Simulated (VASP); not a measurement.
# Bi (P6/mmm) in VASP: further runs

Bi is run at these levels: PBE; tasks: single point.

All numbers are computed with VASP 6.6.1; they aren't measurements. Logs are shortened: lines on timing, memory, paths and dates and some standing lists are left out, and cuts for length are marked.

## (1) The cell of the first run

It takes space group P6/mmm (No. 191, hexagonal). The conventional cell has a = 2.990 Å, b = 2.990 Å, c = 2.836 Å, α = 90.00°, β = 90.00°, γ = 120.00°. Within 3.7 Å of Bi (site symmetry 6/mmm) lie 8 Bi at 2.84 to 2.99 Å.

This isn't the form of Bi at room conditions, which is rhombohedral.

## (2) Single point, PBE (21.96 Å³/atom)

Contents of INCAR:

```
SYSTEM = Bi
PREC     = Accurate       ! precision mode
ENCUT    = 520            ! plane-wave cutoff, eV
EDIFF    = 1E-6           ! SCF threshold, eV
ISMEAR   = -1             ! smearing method
SIGMA    = 0.1            ! smearing width, eV
LREAL    = .FALSE.        ! projectors in reciprocal space
LASPH    = .TRUE.         ! aspherical terms in the spheres
NELM     = 80             ! most SCF steps
ALGO     = Normal         ! electronic algorithm
ISIF     = 2              ! what is computed and relaxed
LWAVE    = .FALSE.        ! write WAVECAR
LCHARG   = .FALSE.        ! write CHGCAR
GGA      = PE             ! functional
NBANDS   = 14             ! bands
```

Contents of KPOINTS:

```
regular mesh
0
G
  14 14 13
  0 0 0
```

Contents of POSCAR:

```
Bi
1.0
    2.9903533625      0.0000000000      0.0000000000
   -1.4951766813      2.5897219782      0.0000000000
    0.0000000000      0.0000000000      2.8355784713
Bi
1
Direct
    0.0000000000      0.0000000000      0.0000000000
```

Potentials or basis: VASP PAW PBE potentials, release 64 (Bi_d).

Run with:

```
> cat potpaw_PBE.64/Bi_d/POTCAR > POTCAR
> mpirun -np 1 vasp_std > vasp.out
```

OUTCAR:

```text
SYSTEM = Bi
   PREC = Accurate
   ENCUT = 520
   EDIFF = 1E-6
   ISMEAR = -1
   LREAL = .FALSE.
   LASPH = .TRUE.
   NELM = 80
   ISIF = 2
   GGA = PE

 ion  position               nearest neighbor table
   1  0.000  0.000  0.000-

  LATTYP: Found a hexagonal cell.
 ALAT       =     2.9903533625
 C/A-ratio  =     0.9482419392

  Lattice vectors:

 A1 = (   2.9903533625,   0.0000000000,   0.0000000000)
 A2 = (  -1.4951766813,   2.5897219782,   0.0000000000)
 A3 = (   0.0000000000,   0.0000000000,   2.8355784713)

Analysis of symmetry for initial positions (statically):
=====================================================================
 Subroutine PRICEL returns:
 Original cell was already a primitive cell.

 Routine SETGRP: Setting up the symmetry group for a
 hexagonal supercell.

 Subroutine GETGRP returns: Found 24 space group operations
 (whereof 24 operations were pure point group operations)
 out of a pool of 24 trial point group operations.

The static configuration has the point symmetry D_6h.

Analysis of symmetry for dynamics (positions and initial velocities):
=====================================================================
 Subroutine PRICEL returns:
 Original cell was already a primitive cell.

 Routine SETGRP: Setting up the symmetry group for a
 hexagonal supercell.

 Subroutine GETGRP returns: Found 24 space group operations
 (whereof 24 operations were pure point group operations)
 out of a pool of 24 trial point group operations.

The dynamic configuration has the point symmetry D_6h.

 Subroutine INISYM returns: Found 24 space group operations
 (whereof 24 operations are pure point group operations),
 and found     1 'primitive' translations

----------------------------------------------------------------------------------------

                                     Primitive cell

  volume of cell :      21.9592

  direct lattice vectors                    reciprocal lattice vectors
     2.990353363  0.000000000  0.000000000     0.334408640  0.193070918  0.000000000
    -1.495176681  2.589721978  0.000000000     0.000000000  0.386141836  0.000000000
     0.000000000  0.000000000  2.835578471     0.000000000  0.000000000  0.352661727

  length of vectors
     2.990353363  2.990353363  2.835578471     0.386141836  0.386141836  0.352661727

  position of ions in fractional coordinates (direct lattice)
     0.000000000  0.000000000  0.000000000

  ion indices of the primitive-cell ions
   primitive index   ion index
                 1           1

----------------------------------------------------------------------------------------

 KPOINTS: regular mesh

Automatic generation of k-mesh.
 Grid dimensions read from file:
 generate k-points for:   14   14   13

 Generating k-lattice:

  Cartesian coordinates                     Fractional coordinates (reciprocal lattice)
     0.023886331  0.013790780  0.000000000     0.071428571  0.000000000  0.000000000
     0.000000000  0.027581560  0.000000000     0.000000000  0.071428571  0.000000000
     0.000000000  0.000000000  0.027127825     0.000000000  0.000000000  0.076923077

  Length of vectors
     0.027581560  0.027581560  0.027127825

  Shift w.r.t. Gamma in fractional coordinates (k-lattice)
     0.000000000  0.000000000  0.000000000

 Subroutine IBZKPT returns following result:
 ===========================================

 Found    168 irreducible k-points:

 Following reciprocal coordinates:
            Coordinates               Weight
  0.000000  0.000000  0.000000      1.000000
  0.071429  0.000000  0.000000      6.000000
  0.142857  0.000000  0.000000      6.000000
  0.214286  0.000000  0.000000      6.000000
  0.285714 -0.000000  0.000000      6.000000
  0.357143  0.000000  0.000000      6.000000
[... 16 lines left out ...]
  0.285714  0.285714  0.000000      6.000000
  0.357143  0.285714  0.000000      6.000000
 [... further k-points ...]
   k-points           NKPTS =    168   k-points in BZ     NKDIM =    168   number of bands    NBANDS=     14
   number of dos      NEDOS =    301   number of ions     NIONS =      1
   total plane-waves  NPLWV =  13824
   dimension x,y,z NGX =    24 NGY =   24 NGZ =   24
   dimension x,y,z NGXF=    48 NGYF=   48 NGZF=   48
   ions per type =               1
   NGX,Y,Z   is equivalent  to a cutoff of  13.34, 13.34, 14.07 a.u.
   NGXF,Y,Z  is equivalent  to a cutoff of  26.69, 26.69, 28.14 a.u.
 SYSTEM =  Bi
   PREC   = accura    normal or accurate (medium, high low for compatibility)
   ISTART =      0    job   : 0-new  1-cont  2-samecut
   ICHARG =      2    charge: 1-file 2-atom 10-const
   ISPIN  =      1    spin polarized calculation?
   LNONCOLLINEAR =      F non collinear calculations
   LSORBIT =      F    spin-orbit coupling
   LASPH  =      T    aspherical Exc in radial PAW
   ENCUT  =  520.0 eV  38.22 Ry    6.18 a.u.   5.56  5.56  5.27*2*pi/ulx,y,z
   NELM   =     80;   NELMIN=  2; NELMDL= -5     # of ELM steps
   EDIFF  = 0.1E-05   stopping-criterion for ELM
   LREAL  =      F    real-space projection
   EDIFFG = 0.1E-04   stopping-criterion for IOM
   NSW    =      0    number of steps for IOM
   IBRION =     -1    ionic relax: 0-MD 1-quasi-New 2-CG
   NFREE  =      0    steps in history (QN), initial steepest desc. (CG)
   ISIF   =      2    stress and relaxation
   ISYM   =      2    0-nonsym 1-usesym 2-fastsym
   POTIM  = 0.5000    time-step for ionic-motion
   TEBEG  =    0.0;   TEEND  =   0.0 temperature during run
   PSTRESS=    0.0 pullay stress
   NELECT =      15.0000    total number of electrons
   NUPDOWN=      -1.0000    fix difference up-down
   EMIN   =  10.00;   EMAX   =-10.00  energy-range for DOS
   EFERMI =   0.00;   METHOD = LEGACY
   ISMEAR =    -1;   SIGMA  =   0.10  broadening in eV -4-tet -1-fermi 0-gaus
   EFERMI_NEDOS =   21; number of points for ismear=-14 and -15
   IALGO  =     38    algorithm
   IMIX   =      4    mixing-type and parameters
     AMIX     =   0.40;   BMIX     =  1.00
     AMIX_MAG =   1.60;   BMIX_MAG =  1.00
  volume/ion in A,a.u.               =      21.96       148.19
  Fermi-wavevector in a.u.,A,eV,Ry     =   1.441782  2.724572 28.282895  2.078734
  Thomas-Fermi vector in A             =   2.560375
   LORBIT       =      0    0 simple, 1 ext, 2 COOP (PROOUT), +10 PAW based schemes
   GGA     = PE    functional components
   LHFCALC =     F    Hartree Fock is set to
   AEXX    =    0.0000 exact exchange contribution
   IVDW    =     0    specifies the selected vdW correction
   LEPSILON=     F    determine dielectric tensor
   LRPA    =     F    only Hartree local field effects (RPA)
 non-spin polarized calculation
  energy-cutoff  :      520.00
  volume of cell :       21.96
 maximum number of plane-waves:       610
 NGX is ok and might be reduce to    24
   NGX = 11   NGY = 11   NGZ = 11

 number of electron      15.0000007 magnetization

 Free energy of the ion-electron system (eV)
  ---------------------------------------------------
  ext. energy  EPLUGINS =         0.00000000
  ---------------------------------------------------
  free energy    TOTEN  =        -2.43239033 eV

  energy without entropy =       -2.41693649  energy(sigma->0) =       -2.42466341

 E-fermi :  13.2949     XC(G=0): -12.0003

 val. band max:       13.2553114729   @ k =   0.2857   0.1429   0.1538
 cond. band min:      13.3053874882   @ k =   0.2857   0.2143   0.3846
 fundamental gap:      0.0500760154
 Fermi energy:        13.2949491841

 k-point     1 :       0.0000    0.0000    0.0000
  band No.  band energies     occupation
      1     -11.0635      2.00000
      2     -10.5151      2.00000
      3     -10.5151      2.00000
      4      -9.9735      2.00000
      5      -9.9735      2.00000
      6      -3.7708      2.00000
      7      16.9542      0.00000
      8      19.7502      0.00000
      9      19.7502      0.00000
     10      21.9380      0.00000
     11      21.9979      0.00000
     12      25.4030      0.00000
     13      26.0646      0.00000
     14      26.0646      0.00000

 k-point     2 :       0.0714    0.0000    0.0000
  band No.  band energies     occupation
      1     -11.0487      2.00000
      2     -10.5217      2.00000
      3     -10.4865      2.00000
      4      -9.9868      2.00000
      5      -9.9766      2.00000
      6      -3.6441      2.00000
      7      17.1100      0.00000
      8      18.4181      0.00000
      9      19.3339      0.00000
     10      21.6309      0.00000
     11      22.0558      0.00000
     12      26.0378      0.00000
     13      26.5695      0.00000
     14      27.3411      0.00000

 k-point     3 :       0.1429    0.0000    0.0000
  band No.  band energies     occupation
      1     -11.0106      2.00000
      2     -10.5384      2.00000
      3     -10.4055      2.00000
      4     -10.0238      2.00000
      5      -9.9853      2.00000
      6      -3.2614      2.00000
      7      15.8521      0.00000
      8      17.5686      0.00000
      9      18.3844      0.00000
     10      21.1749      0.00000
     11      22.1770      0.00000
     12      27.1567      0.00000
     13      27.7592      0.00000
     14      30.0739      0.00000
[... 324 lines left out ...]
 k-point    23 :       0.2857    0.2857    0.0000
  band No.  band energies     occupation
      1     -10.7648      2.00000
      2     -10.4087      2.00000
      3     -10.1832      2.00000
      4     -10.1501      2.00000
      5     -10.1158      2.00000
      6       1.6191      2.00000
      7       7.1749      2.00000
      8       9.1735      2.00000
      9      22.6894      0.00000
     10      24.2390      0.00000
     11      26.3367      0.00000
     12      27.7432      0.00000
     13      28.8270      0.00000
     14      28.9012      0.00000

 k-point    24 :       0.3571    0.2857    0.0000
  band No.  band energies     occupation
      1     -10.7530      2.00000
      2     -10.3490      2.00000
      3     -10.2015      2.00000
      4     -10.1743      2.00000
      5     -10.1345      2.00000
      6       2.0251      2.00000
      7       7.0540      2.00000
      8       8.5159      2.00000
      9      23.1403      0.00000
     10      24.7358      0.00000
     11      25.7611      0.00000
     12      27.8230      0.00000
     13      28.2421      0.00000
     14      28.7930      0.00000

 [... further k-points ...]

------------------------ aborting loop because EDIFF is reached ----------------------------------------

  FORCE on cell =-STRESS in cart. coord.  units (eV):
  Direction    XX          YY          ZZ          XY          YZ          ZX
  --------------------------------------------------------------------------------------
  -------------------------------------------------------------------------------------
  Total        7.7974858      7.7974858      7.7767484     -0.0000000     -0.0000000      0.0000000
  in kB      568.9156100    568.9156100    567.4025848     -0.0000000     -0.0000000      0.0000000
  external PRESSURE =     568.4112683 kB  Pullay stress =       0.0000000 kB

 VOLUME and BASIS-vectors are now :
 -----------------------------------------------------------------------------
  energy-cutoff  :      520.00
  volume of cell :       21.96
      direct lattice vectors                 reciprocal lattice vectors
     2.990353363  0.000000000  0.000000000     0.334408640  0.193070918  0.000000000
    -1.495176681  2.589721978  0.000000000     0.000000000  0.386141836  0.000000000
     0.000000000  0.000000000  2.835578471     0.000000000  0.000000000  0.352661727

 POSITION                                       TOTAL-FORCE (eV/Angst)
 -----------------------------------------------------------------------------------
      0.00000      0.00000      0.00000         0.000000      0.000000      0.000000
 -----------------------------------------------------------------------------------
    total drift:                                0.000000     -0.000000      0.000000

  FREE ENERGIE OF THE ION-ELECTRON SYSTEM (eV)
  ---------------------------------------------------
  free  energy   TOTEN  =        -2.4323903330 eV

  energy  without entropy=       -2.4169364899  energy(sigma->0) =       -2.42466341
```

It took 46 s on 1 thread of Intel Xeon 8259CL, shared host; peak memory 0.17 GiB.

Results:

| Quantity | Value |
| --- | --- |
| Free energy | -2.4324 eV |
| Pressure | 56.8 GPa |
| Band gap on the k mesh | zero (an odd number of electrons rules out a gap without spin polarisation) |

Caveat: the cell stands under pressure; spin-orbit coupling is left out, which moves the levels of the heavy elements.

(Continued in part 2 of 2.)
